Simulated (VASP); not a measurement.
# In4O (I-43m) in VASP: further runs, part 2 of 2

VASP 6.6.1.

### Step 3. Single point, PBE

This run uses another cell than the first one, of 27.94 Å³/atom.

INCAR reads:

```
SYSTEM = In4O
ALGO = Normal
EDIFF = 1E-6
ENCUT = 520
GGA = PE
ISIF = 2
ISMEAR = 0
LASPH = .TRUE.
LCHARG = .TRUE.
LELF = .TRUE.
LREAL = .FALSE.
LVHAR = .TRUE.
LWAVE = .FALSE.
NBANDS = 37
NELM = 80
PREC = Accurate
SIGMA = 0.1
```

KPOINTS reads:

```
k-points
0
G
  4 4 4
  0 0 0
```

POSCAR reads:

```
In4O
1.0
   -3.2687262400      3.2687262400      3.2687262400
    3.2687262400     -3.2687262400      3.2687262400
    3.2687262400      3.2687262400     -3.2687262400
In O
4 1
Direct
    0.3495999900      0.3495999900      0.3495999900
    0.6504000100      0.0000000000      0.0000000000
    0.0000000000      0.0000000000      0.6504000100
    0.0000000000      0.6504000100      0.0000000000
    0.0000000000      0.0000000000      0.0000000000
```

Potentials or basis: VASP PAW PBE potentials, release 64 (In_d, O).

Run with:

```
$ cat potpaw_PBE.64/In_d/POTCAR potpaw_PBE.64/O/POTCAR > POTCAR
$ mpirun -np 1 vasp_std > vasp.out
```

OUTCAR:

```text
SYSTEM = In4O
   EDIFF = 1E-6
   ENCUT = 520
   GGA = PE
   ISIF = 2
   ISMEAR = 0
   LASPH = .TRUE.
   LREAL = .FALSE.
   NELM = 80
   PREC = Accurate

 ion  position               nearest neighbor table
   1  0.350  0.350  0.350-   5 1.98   3 3.23   4 3.23   2 3.23   3 3.55   4 3.55   3 3.55   4 3.55
                             2 3.55   2 3.55
   2  0.650  0.000  0.000-   5 1.98   3 3.23   4 3.23   1 3.23   4 3.55   3 3.55   1 3.55   1 3.55
                             3 3.55   4 3.55
   3  0.000  0.000  0.650-   5 1.98   2 3.23   4 3.23   1 3.23   4 3.55   2 3.55   1 3.55   2 3.55
                             4 3.55   1 3.55
   4  0.000  0.650  0.000-   5 1.98   2 3.23   3 3.23   1 3.23   2 3.55   3 3.55   1 3.55   2 3.55
                             3 3.55   1 3.55
   5  0.000  0.000  0.000-   1 1.98   2 1.98   3 1.98   4 1.98

  LATTYP: Found a body centered cubic cell.
 ALAT       =     6.5374524800

  Lattice vectors:

 A1 = (  -3.2687262400,   3.2687262400,   3.2687262400)
 A2 = (   3.2687262400,  -3.2687262400,   3.2687262400)
 A3 = (   3.2687262400,   3.2687262400,  -3.2687262400)

Analysis of symmetry for initial positions (statically):
=====================================================================
 Subroutine PRICEL returns:
 Original cell was already a primitive cell.

 Routine SETGRP: Setting up the symmetry group for a
 body centered cubic supercell.

 Subroutine GETGRP returns: Found 24 space group operations
 (whereof 24 operations were pure point group operations)
 out of a pool of 48 trial point group operations.

The static configuration has the point symmetry T_d .

Analysis of symmetry for dynamics (positions and initial velocities):
=====================================================================
 Subroutine PRICEL returns:
 Original cell was already a primitive cell.

 Routine SETGRP: Setting up the symmetry group for a
 body centered cubic supercell.

 Subroutine GETGRP returns: Found 24 space group operations
[... 113 lines left out ...]
  volume/ion in A,a.u.               =      27.94       188.55
  Fermi-wavevector in a.u.,A,eV,Ry     =   1.221290  2.307904 20.293774  1.491550
  Thomas-Fermi vector in A             =   2.356478
   LORBIT       =      0    0 simple, 1 ext, 2 COOP (PROOUT), +10 PAW based schemes
   GGA     = PE    functional components
   LHFCALC =     F    Hartree Fock is set to
   AEXX    =    0.0000 exact exchange contribution
   IVDW    =     0    specifies the selected vdW correction
   LEPSILON=     F    determine dielectric tensor
   LRPA    =     F    only Hartree local field effects (RPA)
 non-spin polarized calculation
 Gauss-broadening in eV      SIGMA  =   0.10
  energy-cutoff  :      520.00
  volume of cell :      139.70
 maximum number of plane-waves:      3784
   NGX = 21   NGY = 21   NGZ = 21

 number of electron      58.0000006 magnetization

 Free energy of the ion-electron system (eV)
  ---------------------------------------------------
  ext. energy  EPLUGINS =         0.00000000
  ---------------------------------------------------
  free energy    TOTEN  =       -14.47765589 eV

  energy without entropy =      -14.45483656  energy(sigma->0) =      -14.46624622

 E-fermi :   5.4970     XC(G=0):  -9.1048

 val. band max:        5.4476424840   @ k =   0.2500   0.2500   0.0000
 cond. band min:       5.5698880477   @ k =   0.2500   0.0000   0.0000
 fundamental gap:      0.1222455637
 Fermi energy:         5.4970250887

 k-point     1 :       0.0000    0.0000    0.0000
  band No.  band energies     occupation
      1     -16.9527      2.00000
      2      -9.8146      2.00000
      3      -9.8146      2.00000
      4      -9.8146      2.00000
      5      -9.5134      2.00000
      6      -9.5134      2.00000
[... 309 lines left out ...]
     36      11.6377      0.00000
     37      11.6377      0.00000

------------------------ aborting loop because EDIFF is reached ----------------------------------------

  FORCE on cell =-STRESS in cart. coord.  units (eV):
  Direction    XX          YY          ZZ          XY          YZ          ZX
  --------------------------------------------------------------------------------------
  -------------------------------------------------------------------------------------
  Total        9.6460299      9.6460299      9.6460299      0.0000000      0.0000000     -0.0000000
  in kB      110.6276137    110.6276137    110.6276137      0.0000000      0.0000000     -0.0000000
  external PRESSURE =     110.6276137 kB  Pullay stress =       0.0000000 kB

 VOLUME and BASIS-vectors are now :
 -----------------------------------------------------------------------------
  energy-cutoff  :      520.00
  volume of cell :      139.70
      direct lattice vectors                 reciprocal lattice vectors
    -3.268726240  3.268726240  3.268726240     0.000000000  0.152964783  0.152964783
     3.268726240 -3.268726240  3.268726240     0.152964783  0.000000000  0.152964783
     3.268726240  3.268726240 -3.268726240     0.152964783  0.152964783  0.000000000

 POSITION                                       TOTAL-FORCE (eV/Angst)
 -----------------------------------------------------------------------------------
      1.14275      1.14275      1.14275         2.731691      2.731691      2.731691
     -2.12598      2.12598      2.12598         2.731691     -2.731691     -2.731691
      2.12598      2.12598     -2.12598        -2.731691     -2.731691      2.731691
      2.12598     -2.12598      2.12598        -2.731691      2.731691     -2.731691
      0.00000      0.00000      0.00000        -0.000000      0.000000      0.000000
 -----------------------------------------------------------------------------------
    total drift:                               -0.000004     -0.000004     -0.000004

  FREE ENERGIE OF THE ION-ELECTRON SYSTEM (eV)
  ---------------------------------------------------
  free  energy   TOTEN  =       -14.4776558920 eV

  energy  without entropy=      -14.4548365559  energy(sigma->0) =      -14.46624622
```

OSZICAR:

```text
N       E                     dE             d eps       ncg     rms          rms(c)
DAV:   1     0.599684717388E+03    0.59968E+03   -0.27360E+04   592   0.198E+03
DAV:   2     0.677745692050E+02   -0.53191E+03   -0.52030E+03   592   0.493E+02
DAV:   3    -0.114815172415E+02   -0.79256E+02   -0.77525E+02   713   0.201E+02
[... 11 lines left out ...]
DAV:  15    -0.144776577728E+02   -0.66810E-04   -0.57953E-04   607   0.112E-01    0.857E-02
DAV:  16    -0.144776724806E+02   -0.14708E-04   -0.39629E-05   823   0.442E-02    0.434E-02
DAV:  17    -0.144776585149E+02    0.13966E-04   -0.16875E-05   794   0.346E-02    0.223E-02
DAV:  18    -0.144776556804E+02    0.28345E-05   -0.37785E-05   707   0.312E-02    0.931E-03
DAV:  19    -0.144776558920E+02   -0.21165E-06   -0.36621E-06   564   0.118E-02
   1 F= -.14477656E+02 E0= -.14466246E+02  d E =-.228193E-01
```

It took 79 s on 1 thread of Intel Xeon Platinum 8488C (Sapphire Rapids), shared host; peak memory 0.26 GiB.

What came out:

- Free energy: -14.4777 eV
- Pressure: 11.1 GPa
- Largest force: 4.731 eV/Å
- Band gap on the k mesh: zero (bands 29 and 30 overlap by 3.70 eV)

Forces on the atoms (eV/Å):
```
In   2.732  2.732  2.732
In   2.732 -2.732 -2.732
In  -2.732 -2.732  2.732
In  -2.732  2.732 -2.732
O    0.000  0.000  0.000
```

Caveat: the cell stands under pressure; spin-orbit coupling is left out, which moves the levels of the heavy elements; forces of over 1 eV/Å act on the atoms, so gaps and moduli don't describe the material at rest.

### Step 4. Single point, PBE

This run uses another cell than the first one, of 27.16 Å³/atom.

INCAR reads:

```
  ALGO = Normal
  EDIFF = 1E-6
  ENCUT = 520
  GGA = PE
  ISIF = 2
  ISMEAR = 0
  LASPH = T
  LCHARG = F
  LREAL = F
  LWAVE = F
  NBANDS = 37
  NELM = 60
  PREC = Accurate
  SIGMA = 0.1
```

KPOINTS reads:

```
k-points
0
Gamma
  8 8 8
```

POSCAR reads:

```
In4O
1.0
   -3.2379959495      3.2379959495      3.2379959495
    3.2379959495     -3.2379959495      3.2379959495
    3.2379959495      3.2379959495     -3.2379959495
In O
4 1
Direct
    0.4029410266      0.4029410266      0.4029410266
    0.5970589734      0.0000000000      0.0000000000
    0.0000000000      0.0000000000      0.5970589734
    0.0000000000      0.5970589734      0.0000000000
    0.0000000000      0.0000000000      0.0000000000
```

Run with:

```
$ cat potpaw_PBE.64/In_d/POTCAR potpaw_PBE.64/O/POTCAR > POTCAR
$ mpirun -np 1 vasp_std > vasp.out
```

Wall time 3.5 min (1 thread of Intel Xeon Platinum 8488C (Sapphire Rapids), shared host); peak memory 0.32 GiB.

The run converged. Its results:

```
Free energy            : -16.7548 eV
Pressure               : 0.0 GPa
Largest force          : 0.030 eV/Å
Band gap on the k mesh : zero (bands 29 and 30 overlap by 3.41 eV)
```

Forces on the atoms (eV/Å):
```
In   0.017  0.017  0.017
In   0.017 -0.017 -0.017
In  -0.017 -0.017  0.017
In  -0.017  0.017 -0.017
O    0.000  0.000  0.000
```

Levels at points of the mesh, in eV from the Fermi level:
```tsv
k point	band 26	band 27	band 28	band 29	band 30	band 31	band 32	band 33
(0.00, 0.00, 0.00)	-1.89	-1.89	-1.89	0.15	0.15	0.15	2.21	2.21
(0.50, 0.00, 0.00)	-3.00	-2.60	-1.15	-0.29	0.17	1.74	2.60	2.91
(0.50, 0.50, 0.50)	-2.50	-2.16	-2.16	-2.16	-1.09	1.57	2.23	2.23
```

Caveat: spin-orbit coupling is left out, which moves the levels of the heavy elements.

### Step 5. Relaxation of cell and atoms, PBE

This run uses another cell than the first one, of 27.94 Å³/atom.

INCAR reads:

```
SYSTEM = In4O
ALGO     = Normal         ! electronic algorithm
EDIFF    = 1E-6           ! SCF threshold, eV
EDIFFG   = -0.04          ! ionic threshold
ENCUT    = 600            ! plane-wave cutoff, eV
GGA      = PE             ! functional
IBRION   = 2              ! ionic algorithm
ISIF     = 3              ! what is computed and relaxed
ISMEAR   = 0              ! smearing method
LASPH    = .True.         ! aspherical terms in the spheres
LCHARG   = .False.        ! write CHGCAR
LREAL    = .False.        ! projectors in reciprocal space
LWAVE    = .False.        ! write WAVECAR
NELM     = 60             ! most SCF steps
NSW      = 90             ! ionic steps
PREC     = Accurate       ! precision mode
SIGMA    = 0.1            ! smearing width, eV
```

KPOINTS reads:

```
k-points
0
Gamma
  4 4 4
  0 0 0
```

POSCAR reads:

```
In4O
1.0
   -3.2687262400      3.2687262400      3.2687262400
    3.2687262400     -3.2687262400      3.2687262400
    3.2687262400      3.2687262400     -3.2687262400
In O
4 1
Direct
    0.3495999900      0.3495999900      0.3495999900
    0.6504000100      0.0000000000      0.0000000000
    0.0000000000      0.0000000000      0.6504000100
    0.0000000000      0.6504000100      0.0000000000
    0.0000000000      0.0000000000      0.0000000000
```

Run with:

```
$ cat potpaw_PBE.64/In_d/POTCAR potpaw_PBE.64/O/POTCAR > POTCAR
$ mpirun -np 1 vasp_std > vasp.out
```

Run time: 9.5 min. Hardware: 1 thread of Intel Xeon Platinum 8488C (Sapphire Rapids), shared host; peak memory 0.35 GiB.

It converged, with:

```yaml
Free_energy: -16.6228 eV
Relaxed_volume: 27.37 Å³/atom
Relaxed_cell: a = 5.623 Å, b = 5.623 Å, c = 5.623 Å, α = 109.47°, β = 109.47°, γ = 109.47°
Space_group_after_relaxing_to_0.1_Å: I-43m (No. 217)
Energy_gained_by_relaxing: 428.4 meV/atom
Ionic_steps: 10
Pressure_after_relaxing: 0.0 GPa
Largest_force_after_relaxing: 0.006 eV/Å
Band_gap_on_the_k_mesh: zero (bands 29 and 30 overlap by 3.42 eV)
```

Forces on the atoms (eV/Å):
```
In  -0.003 -0.003 -0.003
In  -0.003  0.003  0.003
In   0.003  0.003 -0.003
In   0.003 -0.003  0.003
O    0.000  0.000  0.000
```

Step by step:
```
step  energy change (eV)  largest force (eV/Å)  pressure (GPa)  volume (Å³)
   1              0.0000                4.7281           11.07       139.70
   2             -1.4276                0.5470           -4.36       182.49
   3             -1.8297                0.4250           -1.65       164.68
   4             -1.8300                0.4696           -1.54       164.15
   5             -1.9271                0.4471           -1.21       158.09
   6             -2.1016                0.3878            0.46       140.82
   7             -2.1083                0.3679            1.38       135.06
   8             -2.1344                0.1466           -0.17       135.85
   9             -2.1404                0.0050            0.26       135.60
  10             -2.1418                0.0057            0.04       136.86
```

Final structure:
```
CELL_PARAMETERS angstrom
-3.24640 3.24640 3.24640
3.24640 -3.24640 3.24640
3.24640 3.24640 -3.24640
ATOMIC_POSITIONS crystal
In 0.40276 0.40276 0.40276
In 0.59724 0.00000 0.00000
In 0.00000 0.00000 0.59724
In 0.00000 0.59724 0.00000
O 0.00000 0.00000 0.00000
```

Levels at points of the mesh, in eV from the Fermi level:
| k point | band 26 | band 27 | band 28 | band 29 | band 30 | band 31 | band 32 | band 33 |
| --- | --- | --- | --- | --- | --- | --- | --- | --- |
| (0.00, 0.00, 0.00) | -1.97 | -1.97 | -1.97 | 0.09 | 0.09 | 0.09 | 2.13 | 2.13 |
| (0.50, 0.00, 0.00) | -3.06 | -2.65 | -1.22 | -0.35 | 0.11 | 1.66 | 2.50 | 2.82 |
| (0.50, 0.50, 0.50) | -2.54 | -2.22 | -2.22 | -2.22 | -1.17 | 1.48 | 2.15 | 2.15 |

Caveat: spin-orbit coupling is left out, which moves the levels of the heavy elements.

### Step 6. Overview

| task | cell | k mesh | cutoff (eV) | gap on the mesh (eV) | pressure (GPa) | largest force (eV/Å) |
| --- | --- | --- | --- | --- | --- | --- |
| single point | a = 5.645 Å, angles 109.5°, 5 atoms, atomic positions A | 4 × 4 × 4 | 520 | none | -0.2 | - |
| single point | a = 5.662 Å, angles 109.5°, 5 atoms, atomic positions B | 4 × 4 × 4 | 520 | none | 11.1 | 4.73 |
| single point | a = 5.608 Å, angles 109.5°, 5 atoms, atomic positions A | 8 × 8 × 8 | 520 | none | 0.0 | 0.03 |
| relaxation of cell and atoms | relaxed from a = 5.662 Å, angles 109.5°, 5 atoms, atomic positions B | 4 × 4 × 4 | 600 | none | 0.0 | 0.01 |

Alike in all rows: level PBE; potentials or basis VASP PAW PBE potentials, release 64 (In_d, O); no spin polarisation; smearing gaussian 0.1 eV.

Caveats: spin-orbit coupling is left out, which moves the levels of the heavy elements; the cell stands under pressure (at least some runs); forces of over 1 eV/Å act on the atoms, so gaps and moduli don't describe the material at rest (at least some runs).

Absolute energies hang on the potentials; compare differences alone.
